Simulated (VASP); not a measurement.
**Rh: single point with LDA**

The system is Rh.

```
Rh
1.0
     2.09155    0.00000    0.00000
     0.00000    2.09155    0.00000
     0.00000    0.00000    2.09155
Rh
1
Cartesian
  0.0000 0.0000 0.0000
```

This cell differs from its parent crystal: volume scaled by 0.6.

```json
{
  "Program": "VASP 6.6.1",
  "Task": "single point",
  "Functional": "LDA",
  "Potentials or basis": "VASP PAW LDA potentials, release 64 (Rh_pv)",
  "Cutoff": "520 eV",
  "k mesh": "17 × 17 × 17",
  "Occupations": "fermi-dirac, width 0.08 eV",
  "Spin": "no spin polarisation"
}
```

The pressure is 411.8 GPa.

Levels at points of the mesh, in eV from the Fermi level:
```csv
k point,band 5,band 6,band 7,band 8,band 9,band 10,band 11,band 12
"(0.00, 0.00, 0.00)",-11.34,-11.00,1.98,1.98,1.98,19.70,21.01,21.01
```

Wall time 13 s on 1 thread of Intel Xeon 8259CL (shared host), peak memory 0.13 GiB.
